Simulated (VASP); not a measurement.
# Pt (Fm-3m) in VASP: single point with r2SCAN

Aim: the single point of Pt with r2SCAN.

Everything below comes from runs of VASP 6.6.1. Logs are shortened: lines on timing, memory, paths and dates and some standing lists are left out, and cuts for length are marked.

## 1. The cell of the first run

It takes space group Fm-3m (No. 225, cubic). Conventional cell: a = 3.940 Å, b = 3.940 Å, c = 3.940 Å, α = 90.00°, β = 90.00°, γ = 90.00°. Pt (site symmetry m-3m) has 12 Pt at 2.79 Å within 3.7 Å.

## 2. Single point, r2SCAN

File POSCAR:

```
Pt
1.0
    0.0000000000      1.9701092230      1.9701092230
    1.9701092230      0.0000000000      1.9701092230
    1.9701092230      1.9701092230      0.0000000000
Pt
1
Direct
    0.0000000000      0.0000000000      0.0000000000
```

File INCAR.step1:

```
SYSTEM = Pt
PREC = Accurate
ENCUT = 520
ISMEAR = 0
SIGMA = 0.1
LREAL = .FALSE.
LASPH = .TRUE.
NELM = 80
NBANDS = 11
GGA = PE
ALGO = Normal
EDIFF = 1E-4
LWAVE = .TRUE.
LCHARG = .FALSE.
```

File INCAR.step2:

```
SYSTEM = Pt
PREC = Accurate
ENCUT = 520
EDIFF = 1E-6
ISMEAR = 0
SIGMA = 0.1
LREAL = .FALSE.
LASPH = .TRUE.
NELM = 80
ALGO = Normal
ISIF = 2
LWAVE = .FALSE.
LCHARG = .FALSE.
METAGGA = R2SCAN
LMIXTAU = .TRUE.
NBANDS = 11
ISTART = 1
```

File KPOINTS:

```
regular mesh
0
G
  18 18 18
  0 0 0
```

Potentials or basis: VASP PAW PBE potentials, release 64 (Pt).

Started as:

```sh
$ cat potpaw_PBE.64/Pt/POTCAR > POTCAR
$ cp INCAR.step1 INCAR
$ mpirun -np 1 vasp_std > vasp.out
$ cp INCAR.step2 INCAR
$ mpirun -np 1 vasp_std > vasp.out
```

OUTCAR:

```text
SYSTEM = Pt
   PREC = Accurate
   ENCUT = 520
   EDIFF = 1E-6
   ISMEAR = 0
   LREAL = .FALSE.
   LASPH = .TRUE.
   NELM = 80
   ISIF = 2
   METAGGA = R2SCAN
   ISTART = 1

 ion  position               nearest neighbor table
   1  0.000  0.000  0.000-

  LATTYP: Found a face centered cubic cell.
 ALAT       =     3.9402184460

  Lattice vectors:

 A1 = (   0.0000000000,   1.9701092230,   1.9701092230)
 A2 = (   1.9701092230,   0.0000000000,   1.9701092230)
 A3 = (   1.9701092230,   1.9701092230,   0.0000000000)

Analysis of symmetry for initial positions (statically):
=====================================================================
 Subroutine PRICEL returns:
 Original cell was already a primitive cell.

 Routine SETGRP: Setting up the symmetry group for a
 face centered cubic supercell.

 Subroutine GETGRP returns: Found 48 space group operations
 (whereof 48 operations were pure point group operations)
 out of a pool of 48 trial point group operations.

The static configuration has the point symmetry O_h .

Analysis of symmetry for dynamics (positions and initial velocities):
=====================================================================
 Subroutine PRICEL returns:
 Original cell was already a primitive cell.

 Routine SETGRP: Setting up the symmetry group for a
 face centered cubic supercell.

 Subroutine GETGRP returns: Found 48 space group operations
 (whereof 48 operations were pure point group operations)
 out of a pool of 48 trial point group operations.

The dynamic configuration has the point symmetry O_h .

 Subroutine INISYM returns: Found 48 space group operations
 (whereof 48 operations are pure point group operations),
 and found     1 'primitive' translations

----------------------------------------------------------------------------------------

                                     Primitive cell

  volume of cell :      15.2933

  direct lattice vectors                    reciprocal lattice vectors
     0.000000000  1.970109223  1.970109223    -0.253793036  0.253793036  0.253793036
     1.970109223  0.000000000  1.970109223     0.253793036 -0.253793036  0.253793036
     1.970109223  1.970109223  0.000000000     0.253793036  0.253793036 -0.253793036

  length of vectors
     2.786155183  2.786155183  2.786155183     0.439582432  0.439582432  0.439582432

  position of ions in fractional coordinates (direct lattice)
     0.000000000  0.000000000  0.000000000

  ion indices of the primitive-cell ions
   primitive index   ion index
                 1           1

----------------------------------------------------------------------------------------

 KPOINTS: regular mesh

Automatic generation of k-mesh.
 Grid dimensions read from file:
 generate k-points for:   18   18   18

 Generating k-lattice:

  Cartesian coordinates                     Fractional coordinates (reciprocal lattice)
    -0.014099613  0.014099613  0.014099613     0.055555556  0.000000000  0.000000000
     0.014099613 -0.014099613  0.014099613     0.000000000  0.055555556  0.000000000
     0.014099613  0.014099613 -0.014099613     0.000000000  0.000000000  0.055555556

  Length of vectors
     0.024421246  0.024421246  0.024421246

  Shift w.r.t. Gamma in fractional coordinates (k-lattice)
     0.000000000  0.000000000  0.000000000

 Subroutine IBZKPT returns following result:
 ===========================================

 Found    195 irreducible k-points:

 Following reciprocal coordinates:
            Coordinates               Weight
  0.000000  0.000000  0.000000      1.000000
  0.055556  0.000000  0.000000      8.000000
  0.111111  0.000000  0.000000      8.000000
  0.166667  0.000000  0.000000      8.000000
  0.222222  0.000000  0.000000      8.000000
  0.277778  0.000000  0.000000      8.000000
[... 16 lines left out ...]
 -0.277778  0.055556  0.000000     24.000000
 -0.222222  0.055556  0.000000     24.000000
 [... further k-points ...]
   k-points           NKPTS =    195   k-points in BZ     NKDIM =    195   number of bands    NBANDS=     11
   number of dos      NEDOS =    301   number of ions     NIONS =      1
   total plane-waves  NPLWV =  13824
   dimension x,y,z NGX =    24 NGY =   24 NGZ =   24
   dimension x,y,z NGXF=    48 NGYF=   48 NGZF=   48
   ions per type =               1
   NGX,Y,Z   is equivalent  to a cutoff of  14.32, 14.32, 14.32 a.u.
   NGXF,Y,Z  is equivalent  to a cutoff of  28.64, 28.64, 28.64 a.u.
 SYSTEM =  Pt
   PREC   = accura    normal or accurate (medium, high low for compatibility)
   ISTART =      1    job   : 0-new  1-cont  2-samecut
   ICHARG =      0    charge: 1-file 2-atom 10-const
   ISPIN  =      1    spin polarized calculation?
   LNONCOLLINEAR =      F non collinear calculations
   LSORBIT =      F    spin-orbit coupling
   LASPH  =      T    aspherical Exc in radial PAW
   ENCUT  =  520.0 eV  38.22 Ry    6.18 a.u.   5.18  5.18  5.18*2*pi/ulx,y,z
   NELM   =     80;   NELMIN=  2; NELMDL=  0     # of ELM steps
   EDIFF  = 0.1E-05   stopping-criterion for ELM
   LREAL  =      F    real-space projection
   EDIFFG = 0.1E-04   stopping-criterion for IOM
   NSW    =      0    number of steps for IOM
   IBRION =     -1    ionic relax: 0-MD 1-quasi-New 2-CG
   NFREE  =      0    steps in history (QN), initial steepest desc. (CG)
   ISIF   =      2    stress and relaxation
   ISYM   =      2    0-nonsym 1-usesym 2-fastsym
   POTIM  = 0.5000    time-step for ionic-motion
   TEBEG  =    0.0;   TEEND  =   0.0 temperature during run
   PSTRESS=    0.0 pullay stress
   NELECT =      10.0000    total number of electrons
   NUPDOWN=      -1.0000    fix difference up-down
   EMIN   =  10.00;   EMAX   =-10.00  energy-range for DOS
   EFERMI =   0.00;   METHOD = LEGACY
   ISMEAR =     0;   SIGMA  =   0.10  broadening in eV -4-tet -1-fermi 0-gaus
   EFERMI_NEDOS =   21; number of points for ismear=-14 and -15
   IALGO  =     38    algorithm
   IMIX   =      4    mixing-type and parameters
     AMIX     =   0.40;   BMIX     =  1.00
     AMIX_MAG =   1.60;   BMIX_MAG =  1.00
  volume/ion in A,a.u.               =      15.29       103.20
  Fermi-wavevector in a.u.,A,eV,Ry     =   1.420936  2.685180 27.470968  2.019059
  Thomas-Fermi vector in A             =   2.541799
   LORBIT       =      0    0 simple, 1 ext, 2 COOP (PROOUT), +10 PAW based schemes
   METAGGA = R2SCAN    functional components
   LHFCALC =     F    Hartree Fock is set to
   AEXX    =    0.0000 exact exchange contribution
   IVDW    =     0    specifies the selected vdW correction
   LEPSILON=     F    determine dielectric tensor
   LRPA    =     F    only Hartree local field effects (RPA)
 non-spin polarized calculation
 Gauss-broadening in eV      SIGMA  =   0.10
  energy-cutoff  :      520.00
  volume of cell :       15.29
 maximum number of plane-waves:       424
 NGX is ok and might be reduce to    24
   NGX = 11   NGY = 11   NGZ = 11

 number of electron      10.0000001 magnetization

 Free energy of the ion-electron system (eV)
  ---------------------------------------------------
  ext. energy  EPLUGINS =         0.00000000
  ---------------------------------------------------
  free energy    TOTEN  =       -51.50169694 eV

  energy without entropy =      -51.49136650  energy(sigma->0) =      -51.49653172

 E-fermi :  10.7501     XC(G=0): -14.5370

 val. band max:       10.7471767890   @ k =   0.4444   0.1111   0.0000
 cond. band min:      10.7502135687   @ k =  -0.2778   0.3889   0.1667
 fundamental gap:      0.0030367797
 Fermi energy:        10.7501209976

 k-point     1 :       0.0000    0.0000    0.0000
  band No.  band energies     occupation
      1       0.4140      2.00000
      2       6.9194      2.00000
      3       6.9194      2.00000
      4       6.9194      2.00000
      5       9.0342      2.00000
      6       9.0342      2.00000
      7      26.2689      0.00000
      8      31.3576      0.00000
      9      31.3576      0.00000
     10      31.3576      0.00000
     11      37.1798      0.00000

 k-point     2 :       0.0556    0.0000    0.0000
  band No.  band energies     occupation
      1       0.5420      2.00000
      2       6.8630      2.00000
      3       6.9702      2.00000
      4       6.9702      2.00000
      5       9.0064      2.00000
      6       9.0064      2.00000
      7      26.4641      0.00000
      8      30.6884      0.00000
      9      31.5493      0.00000
     10      31.5493      0.00000
     11      37.9007      0.00000

 k-point     3 :       0.1111    0.0000    0.0000
  band No.  band energies     occupation
      1       0.9143      2.00000
      2       6.7185      2.00000
      3       7.1027      2.00000
      4       7.1027      2.00000
      5       8.9482      2.00000
      6       8.9482      2.00000
      7      26.9923      0.00000
      8      29.2526      0.00000
      9      32.1057      0.00000
     10      32.1057      0.00000
     11      38.4677      0.00000

 k-point     4 :       0.1667    0.0000    0.0000
  band No.  band energies     occupation
      1       1.4895      2.00000
      2       6.5595      2.00000
      3       7.2490      2.00000
      4       7.2490      2.00000
      5       8.9386      2.00000
      6       8.9386      2.00000
      7      27.4675      0.00000
      8      27.7640      0.00000
      9      32.9652      0.00000
     10      32.9652      0.00000
     11      36.7502      0.00000

 k-point     5 :       0.2222    0.0000    0.0000
  band No.  band energies     occupation
      1       2.1741      2.00000
      2       6.5139      2.00000
      3       7.3054      2.00000
      4       7.3054      2.00000
      5       9.0899      2.00000
      6       9.0899      2.00000
      7      25.7230      0.00000
      8      28.0644      0.00000
      9      33.9612      0.00000
     10      33.9612      0.00000
     11      35.5013      0.00000
[... 211 lines left out ...]
 k-point    21 :      -0.3889    0.0556    0.0000
  band No.  band energies     occupation
      1       3.4244      2.00000
      2       6.8593      2.00000
      3       6.9802      2.00000
      4       8.6916      2.00000
      5      10.2637      2.00000
      6      11.0836      0.00000
      7      18.7578      0.00000
      8      26.4490      0.00000
      9      30.4690      0.00000
     10      31.8109      0.00000
     11      38.3239      0.00000

 k-point    22 :      -0.3333    0.0556    0.0000
  band No.  band energies     occupation
      1       3.3470      2.00000
      2       6.9947      2.00000
      3       7.1048      2.00000
      4       7.6505      2.00000
      5       9.7798      2.00000
      6      10.5399      1.99705
      7      20.8601      0.00000
      8      26.9925      0.00000
      9      31.2123      0.00000
     10      33.2677      0.00000
     11      36.6520      0.00000

 k-point    23 :      -0.2778    0.0556    0.0000
  band No.  band energies     occupation
      1       3.0644      2.00000
      2       6.7925      2.00000
      3       7.1927      2.00000
      4       7.2571      2.00000
      5       9.2740      2.00000
      6      10.0153      2.00000
      7      23.0631      0.00000
      8      27.6753      0.00000
      9      32.1372      0.00000
     10      35.0458      0.00000
     11      35.0989      0.00000

 k-point    24 :      -0.2222    0.0556    0.0000
  band No.  band energies     occupation
      1       2.5074      2.00000
      2       6.4397      2.00000
      3       7.3053      2.00000
      4       7.3715      2.00000
      5       8.8672      2.00000
      6       9.5563      2.00000
      7      25.1473      0.00000
      8      28.1594      0.00000
      9      32.6808      0.00000
     10      34.2994      0.00000
     11      35.5063      0.00000

 [... further k-points ...]
[... 5 lines left out ...]
  --------------------------------------------------------------------------------------
  -------------------------------------------------------------------------------------
  Total        0.0661912      0.0661912      0.0661912     -0.0000000     -0.0000000     -0.0000000
  in kB        6.9344140      6.9344140      6.9344140     -0.0000000     -0.0000000     -0.0000000
  external PRESSURE =       6.9344140 kB  Pullay stress =       0.0000000 kB

 VOLUME and BASIS-vectors are now :
 -----------------------------------------------------------------------------
  energy-cutoff  :      520.00
  volume of cell :       15.29
      direct lattice vectors                 reciprocal lattice vectors
     0.000000000  1.970109223  1.970109223    -0.253793036  0.253793036  0.253793036
     1.970109223  0.000000000  1.970109223     0.253793036 -0.253793036  0.253793036
     1.970109223  1.970109223  0.000000000     0.253793036  0.253793036 -0.253793036

 POSITION                                       TOTAL-FORCE (eV/Angst)
 -----------------------------------------------------------------------------------
      0.00000      0.00000      0.00000        -0.000000      0.000000      0.000000
 -----------------------------------------------------------------------------------
    total drift:                               -0.000000      0.000000     -0.000000

  FREE ENERGIE OF THE ION-ELECTRON SYSTEM (eV)
  ---------------------------------------------------
  free  energy   TOTEN  =       -51.5016969416 eV

  energy  without entropy=      -51.4913665047  energy(sigma->0) =      -51.49653172
```

Run time: 95 s. Hardware: 1 thread of Intel Xeon Platinum 8259CL at 2.50GHz (Skylake/Cascade Lake), shared host; peak memory 0.17 GiB.

What came out:

| Property | Result |
| --- | --- |
| Free energy | -51.5017 eV |
| Pressure | 0.7 GPa |
| Band gap on the k mesh | zero (band 5 reaches 11.26 eV, above the bottom of band 6 at 8.94 eV) |

Caveat: the PAW data sets were made with another functional, which shifts forces and pressure a little; spin-orbit coupling is left out, which moves the levels of the heavy elements.
